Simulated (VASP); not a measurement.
Wanted: the native input for a VASP 6.6.1 run.

- Task: single point
- Functional: PBE
- Dispersion: D3(BJ)
- Potentials or basis: VASP PAW PBE potentials, release 64 (S, Mo_sv)
- Cutoff: 520 eV
- k mesh: 9 × 9 × 1
- Occupations: gaussian, width 0.02 eV
- Spin: no spin polarisation
- Dipole correction: yes
- Further INCAR settings: ALGO = Normal; EDIFF = 1e-06; NBANDS = 35

The structure of MoS2 lies in POSCAR:

```
MoS2
1.0
    3.1517607634      0.0000000000      0.0000000000
   -1.5758803817      2.7295048877      0.0000000000
    0.0000000000      0.0000000000     44.3528703634
S Mo
4 2
Direct
    0.3333333333      0.6666666667      0.3963809605
    0.3333333333      0.6666666667      0.4670312407
    0.6666666667      0.3333333333      0.5329687593
    0.6666666667      0.3333333333      0.6036190395
    0.6666666667      0.3333333333      0.4317238077
    0.3333333333      0.6666666667      0.5682761923
```

These files were run (other wordings do the same):

INCAR

```
ALGO     = Normal         # electronic algorithm
DIPOL    = 0.5 0.5 0.500
EDIFF    = 1E-6           # SCF threshold, eV
ENCUT    = 520            # plane-wave cutoff, eV
GGA      = PE             # functional
IDIPOL   = 3            
ISIF     = 2              # what is computed and relaxed
ISMEAR   = 0              # smearing method
IVDW     = 12             # dispersion correction
LASPH    = T              # aspherical terms in the spheres
LCHARG   = F              # write CHGCAR
LDIPOL   = T            
LREAL    = F              # projectors in reciprocal space
LWAVE    = F              # write WAVECAR
NBANDS   = 35             # bands
NELM     = 60             # most SCF steps
PREC     = Accurate       # precision mode
SIGMA    = 0.02           # smearing width, eV
```

KPOINTS

```
k-points
0
Gamma
  9 9 1
```

Potentials or basis: VASP PAW PBE potentials, release 64 (S, Mo_sv).

Launch:

```sh
$ cat potpaw_PBE.64/S/POTCAR potpaw_PBE.64/Mo_sv/POTCAR > POTCAR
$ mpirun -np 1 vasp_std > vasp.out
```

It gave:

```yaml
Largest_force: 0.013 eV/Å
Band_gap_on_the_k_mesh: 1.29 eV, indirect (least direct gap 1.75 eV)
Dispersion_energy_per_atom: -0.375 eV
```

Run time: 5.1 min on 1 thread of AMD EPYC 7R13 Processor (Zen 3), with other jobs on the host, peak memory 0.47 GiB.
